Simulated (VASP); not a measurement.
Write the native input for VASP 6.6.1 that does the following.

| Property | Result |
| --- | --- |
| Task | relaxation of the atoms |
| Functional | PBE |
| Potentials or basis | VASP PAW PBE potentials, release 64 (Si) |
| Cutoff | 520 eV |
| k mesh | 9 × 9 × 1 |
| Occupations | gaussian, width 0.05 eV |
| Spin | collinear spin |
| Starting moments | [0.0, 0.0, 0.0, 0.0, 2.0] μB |
| Dipole correction | yes |
| Atoms held fixed (from 0) | [0, 1, 2, 3] |
| Further INCAR settings | ALGO = Normal; EDIFF = 1e-07; IBRION = 2; EDIFFG = -0.025; NSW = 36 |
| Atoms held along some axes (from 0) | atom 4 along a and b |

The structure of Si lies in POSCAR:

```
Si
1.0
    3.8675355712      0.0000000000      0.0000000000
   -1.9337677856      3.3493840547      0.0000000000
    0.0000000000      0.0000000000     19.4372968022
Si
5
Selective dynamics
Direct
    0.3333333333      0.6666666667      0.2057899327  F F F
    0.0000000000      0.0000000000      0.2464055286  F F F
    0.0000000000      0.0000000000      0.3748662336  F F F
    0.6666666667      0.3333333333      0.4083539436  F F F
    1.0000000000      1.0000000000      0.4983723019  F F T
```

One way to write it, as run:

INCAR

```
  PREC = Accurate
  ENCUT = 520
  EDIFF = 1E-7
  ISMEAR = 0
  SIGMA = 0.05
  LREAL = F
  LASPH = T
  NELM = 150
  ALGO = Normal
  ISIF = 2
  LWAVE = F
  LCHARG = F
  ISPIN = 2
  MAGMOM = 0 0 0 0 2
  LORBIT = 11
  LDIPOL = T
  IDIPOL = 3
  DIPOL = 0.5 0.5 0.347
  GGA = PE
  IBRION = 2
  NSW = 36
  EDIFFG = -0.025
  KPAR = 4
```

KPOINTS

```
regular mesh
0
Gamma
  9 9 1
```

Potentials or basis: VASP PAW PBE potentials, release 64 (Si).

The run is started by

```console
$ cat potpaw_PBE.64/Si/POTCAR > POTCAR
$ mpirun -np 4 vasp_std > vasp.out
```

Results of the run:

```json
{"Energy gained by relaxing": "1.3 meV/atom", "Ionic steps": "3", "Band gap on the k mesh": "zero (filled and empty bands overlap)", "Net moment": "0.00 μB per cell", "Valence electrons inside the program's atomic spheres": "Si 1.64, 1.67, 1.63, 1.52 (each value once)"}
```

Wall time 4.6 min on 4 MPI ranks on Oxide Virtual Turin-like Processor, with other jobs on the host, peak memory 0.5 GiB a rank.
